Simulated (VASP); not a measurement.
Here is a VASP 6.6.1 calculation.

File POSCAR:

```
C
1.0
    2.4559134450      0.0000000000      0.0000000000
   -1.2279567225      2.1268834329      0.0000000000
    0.0000000000      0.0000000000      7.0106290262
C
4
Direct
    1.0000000000      1.0000000000      0.2500000000
    0.0000000000      0.0000000000      0.7500000000
    0.3333333333      0.6666666667      0.2500000000
    0.6666666667      0.3333333333      0.7500000000
```

File INCAR.step1:

```
  ALGO = Normal
  EDIFF = 1E-4
  ENCUT = 520
  GGA = PE
  ISMEAR = -1
  LASPH = T
  LCHARG = F
  LREAL = F
  LWAVE = T
  NBANDS = 16
  NELM = 100
  PREC = Accurate
  SIGMA = 0.05
```

Contents of INCAR.step2:

```
  ALGO = Normal
  EDIFF = 1E-6
  ENCUT = 520
  ISIF = 2
  ISMEAR = -1
  ISTART = 1
  LASPH = T
  LCHARG = F
  LMIXTAU = T
  LREAL = F
  LWAVE = F
  METAGGA = R2SCAN
  NBANDS = 16
  NELM = 100
  PREC = Accurate
  SIGMA = 0.05
```

Contents of KPOINTS:

```
k-points
0
Gamma
  4 4 1
```

Potentials or basis: VASP PAW PBE potentials, release 64 (C).

Launch:

```console
$ cat potpaw_PBE.64/C/POTCAR > POTCAR
$ cp INCAR.step1 INCAR
$ mpirun -np 1 vasp_std > vasp.out
$ cp INCAR.step2 INCAR
$ mpirun -np 1 vasp_std > vasp.out
```

Task: What does it give for the pressure?

Result: 0.8 GPa.

Task: Predict the band gap on the k mesh.

Result: 3.89 eV, direct.

Stress tensor (GPa, compression positive):
```
-0.12  0.00  0.00
 0.00 -0.12  0.00
 0.00  0.00  2.61
```

Caveat: the k points lie up to 0.90 Å⁻¹ apart; the PAW data sets were made with another functional, which shifts forces and pressure a little. r2SCAN opens gaps a little over a GGA but as a rule still falls short of measured ones.
